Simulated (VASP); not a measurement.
The system is YTaP2.

```
CELL_PARAMETERS angstrom
3.53487 0.00000 0.00000
-1.76744 3.06129 0.00000
0.00000 0.00000 6.66106
ATOMIC_POSITIONS crystal
Y 0.00000 0.00000 0.00000
Ta 0.00000 0.00000 0.50000
P 0.66667 0.33333 0.79796
P 0.33333 0.66667 0.20204
```

- Program: VASP 6.6.1
- Task: relaxation of cell and atoms
- Functional: PBE
- Potentials or basis: VASP PAW PBE potentials, release 64 (Y_sv, Ta_pv, P)
- Cutoff: 600 eV
- k mesh: 6 × 6 × 4
- Occupations: gaussian, width 0.1 eV
- Spin: no spin polarisation

At the start: pressure 18.2 GPa; volume 18.02 Å³/atom.

Task: Where does the relaxation end?

Result: Over 11 steps the energy falls by 1018.4 meV/atom and the volume is 19.47 Å³/atom (+8.1 %); space group P-3m1 (No. 164, to 0.05 Å).

Step by step:
```
step  energy change (eV)  largest force (eV/Å)  pressure (GPa)  volume (Å³)
   1              0.0000                7.3837           18.23        72.08
   2             -2.6218                1.7408          -16.88        95.43
   3             -2.7800                2.6166          -12.92        89.54
   4             -3.9403                0.0964            4.51        76.27
   5             -3.9733                0.5631            1.07        77.88
   6             -4.0600                0.0730            0.29        78.14
   7             -4.0641                0.2478            0.15        78.20
   8             -4.0717                0.0548           -0.60        78.39
   9             -4.0721                0.0056           -0.77        78.44
  10             -4.0725                0.0317            0.70        77.42
  11             -4.0736                0.0142            0.03        77.88
```

Final structure:
```xyz
4
Lattice="3.7028 0.0000 0.0000 -1.8514 3.2067 0.0000 0.0000 0.0000 6.5593" Properties=species:S:1:pos:R:3 pbc="T T T"
Y     0.0000    0.0000    0.0000
Ta    0.0000    0.0000    3.2796
P     1.8514    1.0689    4.7295
P     0.0000    2.1378    1.8298
```
